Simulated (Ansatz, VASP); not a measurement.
## SiC in VASP and in Ansatz

File POSCAR:

```
SiC
1.0
    3.0775593375      0.0000000000      0.0000000000
   -1.5387796687      2.6652445680      0.0000000000
    0.0000000000      0.0000000000     10.0767691483
Si C
4 4
Direct
    0.6666666667      0.3333333333      0.9378376196
    0.3333333333      0.6666666667      0.4378376196
    0.0000000000      0.0000000000      0.6878931818
    0.0000000000      0.0000000000      0.1878931818
    0.6666666667      0.3333333333      0.7498040040
    0.3333333333      0.6666666667      0.2498040040
    0.0000000000      0.0000000000      0.5004641946
    0.0000000000      0.0000000000      0.0004641946
```

Contents of INCAR.step1:

```
PREC     = Accurate       # precision mode
ENCUT    = 520            # plane-wave cutoff, eV
ISMEAR   = 0              # smearing method
SIGMA    = 0.02           # smearing width, eV
LREAL    = F              # projectors in reciprocal space
LASPH    = T              # aspherical terms in the spheres
NELM     = 60             # most SCF steps
NBANDS   = 26             # bands
GGA      = PE             # functional
ALGO     = Normal         # electronic algorithm
EDIFF    = 1E-4           # SCF threshold, eV
LWAVE    = T              # write WAVECAR
LCHARG   = F              # write CHGCAR
```

File INCAR.step2:

```
PREC     = Accurate       # precision mode
ENCUT    = 520            # plane-wave cutoff, eV
EDIFF    = 1E-6           # SCF threshold, eV
ISMEAR   = 0              # smearing method
SIGMA    = 0.02           # smearing width, eV
LREAL    = F              # projectors in reciprocal space
LASPH    = T              # aspherical terms in the spheres
NELM     = 60             # most SCF steps
ALGO     = Normal         # electronic algorithm
ISIF     = 2              # what is computed and relaxed
LWAVE    = F              # write WAVECAR
LCHARG   = F              # write CHGCAR
METAGGA  = R2SCAN         # meta-GGA
LMIXTAU  = T            
NBANDS   = 26             # bands
ISTART   = 1
```

The input KPOINTS:

```
regular mesh
0
Gamma
  12 12 4
```

Input for Ansatz:

```yaml
crystal:
  lattice:
    - [3.0775593375, 0.0, 0.0]
    - [-1.5387796687, 2.665244568, 0.0]
    - [0.0, 0.0, 10.0767691483]
  atoms:
    - { symbol: Si, position: [0.6666666667, 0.3333333333, 0.9378376196] }
    - { symbol: Si, position: [0.3333333333, 0.6666666667, 0.4378376196] }
    - { symbol: Si, position: [0.0, 0.0, 0.6878931818] }
    - { symbol: Si, position: [0.0, 0.0, 0.1878931818] }
    - { symbol: C, position: [0.6666666667, 0.3333333333, 0.749804004] }
    - { symbol: C, position: [0.3333333333, 0.6666666667, 0.249804004] }
    - { symbol: C, position: [0.0, 0.0, 0.5004641946] }
    - { symbol: C, position: [0.0, 0.0, 0.0004641946] }
basis:
  ecutwfc: 500
kpoints:
  mp_grid: { grid: [12, 12, 4] }
  band_path:
    path:
      - [[0.0, 0.0, 0.0], [0.5, 0.0, 0.0], [0.33333333, 0.33333333, 0.0], [0.0, 0.0, 0.0], [0.0, 0.0, 0.5], [0.5, 0.0, 0.5], [0.33333333, 0.33333333, 0.5], [0.0, 0.0, 0.5]]
      - [[0.5, 0.0, 0.5], [0.5, 0.0, 0.0]]
      - [[0.33333333, 0.33333333, 0.5], [0.33333333, 0.33333333, 0.0]]
    npoints: 14
hamiltonian:
  xc: r2scan
scf:
  occupations: { method: gaussian, width: 0.02 }
  n_extra_bands: 20
output:
  forces: true
  stress: true
  eigenvalues: true
  populations: true
  dos: { projected: true, de: 0.02, nscf_kmesh: { grid: [18, 18, 6] } }
  bader: true
  write_density: true
  write_potential: true
  elf: true
  volumetric_format: npy
```

Alike in both runs: task single point; functional r2SCAN; k mesh 12 × 12 × 4; occupations gaussian, width 0.02 eV; no spin polarisation.

|  | VASP | Ansatz |
| --- | --- | --- |
| version | VASP 6.6.1 | Ansatz 0.2.0 |
| potentials or method | VASP PAW PBE potentials, release 64 (Si, C), cutoff 520 eV | scalar-relativistic, plane waves, PAW |
| valence electrons in the cell | 32 | 32 |

|  | VASP | Ansatz | Ansatz less VASP |
| --- | --- | --- | --- |
| gap on the k mesh at the Fermi level (eV) | 2.61 | 2.60 | -0.011 |
| least direct gap on the mesh (eV) | 3.79 | 3.78 | -0.013 |
| pressure (GPa) | -0.2 | 0.0 | +0.19 |

VASP's potentials were made for PBE, not for r2SCAN.
